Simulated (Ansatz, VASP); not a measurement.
# Two plane-wave programs on CO2

```
C O
1.0
     2.71099   -2.54977   -0.09723
     2.73807    2.57966   -0.04347
    -0.17581    0.07417    6.75146
C O
2 4
Direct
  0.98014 0.00522 0.02783
  0.51562 0.48402 0.49144
  0.79253 0.22634 0.87561
  0.21816 0.78635 0.12056
  0.69490 0.32825 0.36778
  0.29867 0.66981 0.61679
```

Change from the starting cell: all atoms moved at random, cell strained at random.

Alike in both runs: task single point; functional PBE; k mesh 6 × 6 × 4; occupations gaussian, width 0.02 eV; no spin polarisation.

|  | VASP | Ansatz |
| --- | --- | --- |
| version | VASP 6.6.1 | Ansatz 0.2.0 |
| potentials or method | VASP PAW PBE potentials, release 64 (C, O), cutoff 520 eV | scalar-relativistic, plane waves, PAW |
| valence electrons in the cell | 32 | 32 |

```csv
,VASP,Ansatz,Ansatz less VASP
gap on the k mesh at the Fermi level (eV),3.33,3.35,+0.016
least direct gap on the mesh (eV),3.67,3.69,+0.018
pressure (GPa),-24.3,-25.0,-0.69
"traceless stress, the component that is largest in VASP (GPa)",25.38,26.26,+0.879
rms of the force components (eV/Å),4.461,4.559,+0.0978
```

Atom by atom the forces differ by 0.175 eV/Å (rms over components).

Noted on VASP's run: the standard files for N, O and F lose accuracy on very short bonds.
